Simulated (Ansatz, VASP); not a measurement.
Sc2SiF2: VASP beside Ansatz

```xyz
5
Lattice="5.4609 0.0000 0.0000 0.0000 5.4609 0.0000 0.0000 0.0000 4.0119" Properties=species:S:1:pos:R:3 pbc="T T T"
Sc    2.7305    0.0000    0.0000
Sc    0.0000    2.7305    0.0000
Si    0.0000    0.0000    0.0000
F     2.7305    0.0000    2.0059
F     0.0000    2.7305    2.0059
```

Alike in both runs: functional PBE; k mesh 8 × 8 × 10; occupations gaussian, width 0.1 eV; no spin polarisation.

Ansatz relaxed the structure, and its values are those at the end. VASP's run is a single point on that final structure, the one shown.

|  | VASP | Ansatz |
| --- | --- | --- |
| version | VASP 6.6.1 | Ansatz 0.2.0 |
| potentials or method | VASP PAW PBE potentials, release 64 (Sc_sv, Si, F), cutoff 600 eV | scalar-relativistic, plane waves, PAW |
| valence electrons in the cell | 40 | 40 |

```csv
,VASP,Ansatz,Ansatz less VASP
gap on the k mesh at the Fermi level (eV),none,none,-
pressure (GPa),0.2,0.0,-0.19
```

A gap of «none» marks a metal or a gap that the smearing closes.
